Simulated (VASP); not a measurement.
# Ir (Fm-3m) in VASP: further runs, part 2 of 4

VASP 6.6.1.

**3. Single point, LDA**

File INCAR:

```
PREC = Accurate
ENCUT = 560
EDIFF = 1E-6
ISMEAR = 0
SIGMA = 1.0
LREAL = F
LASPH = T
NELM = 120
ALGO = Normal
ISIF = 2
LWAVE = F
LCHARG = F
GGA = CA
NBANDS = 14
GGA_COMPAT = F
```

File KPOINTS:

```
regular mesh
0
Gamma
  14 14 14
```

File POSCAR:

```
Ir
1.0
    0.0000000000      1.9060927672      1.9060927672
    1.9060927672      0.0000000000      1.9060927672
    1.9060927672      1.9060927672      0.0000000000
Ir
1
Direct
    0.0000000000      0.0000000000      0.0000000000
```

Potentials or basis: VASP PAW LDA potentials, release 64 (Ir_sv_GW).

Started as:

```
> cat potpaw_LDA.64/Ir_sv_GW/POTCAR > POTCAR
> mpirun -np 1 vasp_std > vasp.out
```

OUTCAR:

```text
PREC = Accurate
   ENCUT = 560
   EDIFF = 1E-6
   ISMEAR = 0
   LREAL = F
   LASPH = T
   NELM = 120
   ISIF = 2
   GGA = CA

 ion  position               nearest neighbor table
   1  0.000  0.000  0.000-

  LATTYP: Found a face centered cubic cell.
 ALAT       =     3.8121855344

  Lattice vectors:

 A1 = (   0.0000000000,   1.9060927672,   1.9060927672)
 A2 = (   1.9060927672,   0.0000000000,   1.9060927672)
 A3 = (   1.9060927672,   1.9060927672,   0.0000000000)

Analysis of symmetry for initial positions (statically):
=====================================================================
 Subroutine PRICEL returns:
 Original cell was already a primitive cell.

 Routine SETGRP: Setting up the symmetry group for a
 face centered cubic supercell.

 Subroutine GETGRP returns: Found 48 space group operations
 (whereof 48 operations were pure point group operations)
 out of a pool of 48 trial point group operations.

The static configuration has the point symmetry O_h .

Analysis of symmetry for dynamics (positions and initial velocities):
=====================================================================
 Subroutine PRICEL returns:
 Original cell was already a primitive cell.

 Routine SETGRP: Setting up the symmetry group for a
 face centered cubic supercell.

 Subroutine GETGRP returns: Found 48 space group operations
 (whereof 48 operations were pure point group operations)
 out of a pool of 48 trial point group operations.

The dynamic configuration has the point symmetry O_h .

 Subroutine INISYM returns: Found 48 space group operations
 (whereof 48 operations are pure point group operations),
 and found     1 'primitive' translations

----------------------------------------------------------------------------------------

                                     Primitive cell

  volume of cell :      13.8504

  direct lattice vectors                    reciprocal lattice vectors
     0.000000000  1.906092767  1.906092767    -0.262316719  0.262316719  0.262316719
     1.906092767  0.000000000  1.906092767     0.262316719 -0.262316719  0.262316719
     1.906092767  1.906092767  0.000000000     0.262316719  0.262316719 -0.262316719

  length of vectors
     2.695622243  2.695622243  2.695622243     0.454345884  0.454345884  0.454345884

  position of ions in fractional coordinates (direct lattice)
     0.000000000  0.000000000  0.000000000

  ion indices of the primitive-cell ions
   primitive index   ion index
                 1           1

----------------------------------------------------------------------------------------

 KPOINTS: regular mesh

Automatic generation of k-mesh.
 Grid dimensions read from file:
 generate k-points for:   14   14   14

 Generating k-lattice:

  Cartesian coordinates                     Fractional coordinates (reciprocal lattice)
    -0.018736908  0.018736908  0.018736908     0.071428571  0.000000000  0.000000000
     0.018736908 -0.018736908  0.018736908     0.000000000  0.071428571  0.000000000
     0.018736908  0.018736908 -0.018736908     0.000000000  0.000000000  0.071428571

  Length of vectors
     0.032453277  0.032453277  0.032453277

  Shift w.r.t. Gamma in fractional coordinates (k-lattice)
     0.000000000  0.000000000  0.000000000

 Subroutine IBZKPT returns following result:
 ===========================================

 Found    104 irreducible k-points:

 Following reciprocal coordinates:
            Coordinates               Weight
  0.000000  0.000000  0.000000      1.000000
  0.071429  0.000000  0.000000      8.000000
  0.142857  0.000000  0.000000      8.000000
  0.214286  0.000000  0.000000      8.000000
  0.285714  0.000000  0.000000      8.000000
  0.357143  0.000000  0.000000      8.000000
[... 16 lines left out ...]
  0.214286  0.142857  0.000000     24.000000
  0.285714  0.142857  0.000000     24.000000
 [... further k-points ...]
   k-points           NKPTS =    104   k-points in BZ     NKDIM =    104   number of bands    NBANDS=     14
   number of dos      NEDOS =    301   number of ions     NIONS =      1
   total plane-waves  NPLWV =  13824
   dimension x,y,z NGX =    24 NGY =   24 NGZ =   24
   dimension x,y,z NGXF=    48 NGYF=   48 NGZF=   48
   ions per type =               1
   NGX,Y,Z   is equivalent  to a cutoff of  14.80, 14.80, 14.80 a.u.
   NGXF,Y,Z  is equivalent  to a cutoff of  29.60, 29.60, 29.60 a.u.
 SYSTEM =  unknown system
   PREC   = accura    normal or accurate (medium, high low for compatibility)
   ISTART =      0    job   : 0-new  1-cont  2-samecut
   ICHARG =      2    charge: 1-file 2-atom 10-const
   ISPIN  =      1    spin polarized calculation?
   LNONCOLLINEAR =      F non collinear calculations
   LSORBIT =      F    spin-orbit coupling
   LASPH  =      T    aspherical Exc in radial PAW
   ENCUT  =  560.0 eV  41.16 Ry    6.42 a.u.   5.20  5.20  5.20*2*pi/ulx,y,z
   NELM   =    120;   NELMIN=  2; NELMDL= -5     # of ELM steps
   EDIFF  = 0.1E-05   stopping-criterion for ELM
   LREAL  =      F    real-space projection
   EDIFFG = 0.1E-04   stopping-criterion for IOM
   NSW    =      0    number of steps for IOM
   IBRION =     -1    ionic relax: 0-MD 1-quasi-New 2-CG
   NFREE  =      0    steps in history (QN), initial steepest desc. (CG)
   ISIF   =      2    stress and relaxation
   ISYM   =      2    0-nonsym 1-usesym 2-fastsym
   POTIM  = 0.5000    time-step for ionic-motion
   TEBEG  =    0.0;   TEEND  =   0.0 temperature during run
   PSTRESS=    0.0 pullay stress
   NELECT =      17.0000    total number of electrons
   NUPDOWN=      -1.0000    fix difference up-down
   EMIN   =  10.00;   EMAX   =-10.00  energy-range for DOS
   EFERMI =   0.00;   METHOD = LEGACY
   ISMEAR =     0;   SIGMA  =   1.00  broadening in eV -4-tet -1-fermi 0-gaus
   EFERMI_NEDOS =   21; number of points for ismear=-14 and -15
   IALGO  =     38    algorithm
   IMIX   =      4    mixing-type and parameters
     AMIX     =   0.40;   BMIX     =  1.00
     AMIX_MAG =   1.60;   BMIX_MAG =  1.00
  volume/ion in A,a.u.               =      13.85        93.47
  Fermi-wavevector in a.u.,A,eV,Ry     =   1.752819  3.312348 41.802199  3.072375
  Thomas-Fermi vector in A             =   2.823075
   LORBIT       =      0    0 simple, 1 ext, 2 COOP (PROOUT), +10 PAW based schemes
   GGA     = CA    functional components
   LHFCALC =     F    Hartree Fock is set to
   AEXX    =    0.0000 exact exchange contribution
   IVDW    =     0    specifies the selected vdW correction
   LEPSILON=     F    determine dielectric tensor
   LRPA    =     F    only Hartree local field effects (RPA)
 non-spin polarized calculation
 Gauss-broadening in eV      SIGMA  =   1.00
  energy-cutoff  :      560.00
  volume of cell :       13.85
 maximum number of plane-waves:       444
 NGX is ok and might be reduce to    24
   NGX = 11   NGY = 11   NGZ = 11

 number of electron      17.0000000 magnetization

 Free energy of the ion-electron system (eV)
  ---------------------------------------------------
  ext. energy  EPLUGINS =         0.00000000
  ---------------------------------------------------
  free energy    TOTEN  =       -11.13958084 eV

  energy without entropy =      -10.65915776  energy(sigma->0) =      -10.89936930

 E-fermi :  13.0163     XC(G=0): -14.9172

 val. band max:       13.0053201219   @ k =   0.5000   0.4286   0.0000
 cond. band min:      13.0574377240   @ k =  -0.3571   0.2857   0.0000
 fundamental gap:      0.0521176021
 Fermi energy:        13.0163267766

 k-point     1 :       0.0000    0.0000    0.0000
  band No.  band energies     occupation
      1     -79.4856      2.00000
      2     -36.1317      2.00000
      3     -36.1317      2.00000
      4     -36.1317      2.00000
      5       1.7617      2.00000
      6       9.0624      2.00000
      7       9.0624      2.00000
      8       9.0624      2.00000
      9      11.8703      1.89492
     10      11.8703      1.89492
     11      26.6631      0.00000
     12      32.2446      0.00000
     13      32.2446      0.00000
     14      32.2446      0.00000
[... 375 lines left out ...]
 k-point    24 :       0.2857    0.1429    0.0000
  band No.  band energies     occupation
      1     -79.4417      2.00000
      2     -36.5669      2.00000
      3     -36.2535      2.00000
      4     -36.2438      2.00000
      5       4.5649      2.00000
      6       7.6719      2.00000
      7       9.4416      2.00000
      8      10.2162      1.99993
      9      11.6112      1.95309
     10      12.8468      1.18950
     11      27.8803      0.00000
     12      30.5922      0.00000
     13      33.0330      0.00000
     14      33.7665      0.00000

 [... further k-points ...]

------------------------ aborting loop because EDIFF is reached ----------------------------------------

  FORCE on cell =-STRESS in cart. coord.  units (eV):
  Direction    XX          YY          ZZ          XY          YZ          ZX
  --------------------------------------------------------------------------------------
  -------------------------------------------------------------------------------------
  Total        0.3578796      0.3578796      0.3578796      0.0000000      0.0000000      0.0000000
  in kB       41.3985797     41.3985797     41.3985797      0.0000000      0.0000000      0.0000000
  external PRESSURE =      41.3985797 kB  Pullay stress =       0.0000000 kB

 VOLUME and BASIS-vectors are now :
 -----------------------------------------------------------------------------
  energy-cutoff  :      560.00
  volume of cell :       13.85
      direct lattice vectors                 reciprocal lattice vectors
     0.000000000  1.906092767  1.906092767    -0.262316719  0.262316719  0.262316719
     1.906092767  0.000000000  1.906092767     0.262316719 -0.262316719  0.262316719
     1.906092767  1.906092767  0.000000000     0.262316719  0.262316719 -0.262316719

 POSITION                                       TOTAL-FORCE (eV/Angst)
 -----------------------------------------------------------------------------------
      0.00000      0.00000      0.00000        -0.000000      0.000000     -0.000000
 -----------------------------------------------------------------------------------
    total drift:                                0.000000      0.000000      0.000000

  FREE ENERGIE OF THE ION-ELECTRON SYSTEM (eV)
  ---------------------------------------------------
  free  energy   TOTEN  =       -11.1395808380 eV

  energy  without entropy=      -10.6591577560  energy(sigma->0) =      -10.89936930
```

OSZICAR:

```text
N       E                     dE             d eps       ncg     rms          rms(c)
DAV:   1     0.116467544275E+03    0.11647E+03   -0.11993E+04  2976   0.134E+03
DAV:   2    -0.106334624349E+02   -0.12710E+03   -0.12194E+03  3710   0.407E+02
DAV:   3    -0.123123378394E+02   -0.16789E+01   -0.16739E+01  3164   0.443E+01
DAV:   4    -0.123148740752E+02   -0.25362E-02   -0.25362E-02  3512   0.212E+00
DAV:   5    -0.123148791778E+02   -0.51027E-05   -0.51018E-05  3134   0.897E-02    0.717E+01
DAV:   6    -0.112433778212E+02    0.10715E+01   -0.14165E+00  3008   0.126E+01    0.388E+01
DAV:   7    -0.111575034783E+02    0.85874E-01   -0.39479E-01  3308   0.613E+00    0.733E+00
DAV:   8    -0.111397792961E+02    0.17724E-01   -0.64197E-02  2942   0.315E+00    0.658E-01
DAV:   9    -0.111397154422E+02    0.63854E-04   -0.72048E-04  3212   0.328E-01    0.326E-01
DAV:  10    -0.111395832605E+02    0.13218E-03   -0.24793E-04  3188   0.228E-01    0.239E-01
DAV:  11    -0.111395809091E+02    0.23514E-05   -0.57566E-06  3302   0.316E-02    0.553E-02
DAV:  12    -0.111395808380E+02    0.71086E-07   -0.19023E-07  1594   0.486E-03
   1 F= -.11139581E+02 E0= -.10899369E+02  d E =-.480423E+00
```

Wall time 22 s (1 thread of Intel Xeon Platinum 8259CL at 2.50GHz (Skylake/Cascade Lake), shared host); peak memory 0.15 GiB.

Results:

| Property | Result |
| --- | --- |
| Free energy | -11.1396 eV |
| Pressure | 4.1 GPa |
| Band gap on the k mesh | zero (an odd number of electrons rules out a gap without spin polarisation) |

Caveat: the cell stands under pressure; so wide a smearing shifts energies and pressures; spin-orbit coupling is left out, which moves the levels of the heavy elements.

(Part 2 of 4 ends here.)

The gap in the log of VASP goes by the Fermi energy; the results here count the filled bands.